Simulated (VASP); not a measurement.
## La: single point with PBEsol

Crystal: La.

```
La
1.0
    -2.12383    2.12383    2.12383
     2.12383   -2.12383    2.12383
     2.12383    2.12383   -2.12383
La
1
Cartesian
  0.0000 0.0000 0.0000
```

This isn't the form of La at room conditions, which is double hcp.

```json
{"Program": "VASP 6.6.1", "Task": "single point", "Functional": "PBEsol", "Potentials or basis": "VASP PAW PBE potentials, release 64 (La)", "Cutoff": "520 eV", "k mesh": "9 × 9 × 9", "Occupations": "fermi-dirac, width 0.05 eV", "Spin": "non-collinear spin, zero start, spin-orbit coupling", "Starting moments": "[[0.0, 0.0, 0.0]] μB"}
```

The pressure is -2.6 GPa and the net moment is 0.00 μB per cell. The valence electrons inside the program's atomic spheres are La 8.57.

Moments on the atoms (μB; x, y, z):
```
La  0.00 0.00 0.00
```

Wall time 11 min on 1 thread of AMD EPYC 7R43 64-Core Processor (Zen 3) (shared host), peak memory 0.24 GiB.

Caveat: the PAW data sets were made with another functional, which shifts forces and pressure a little.
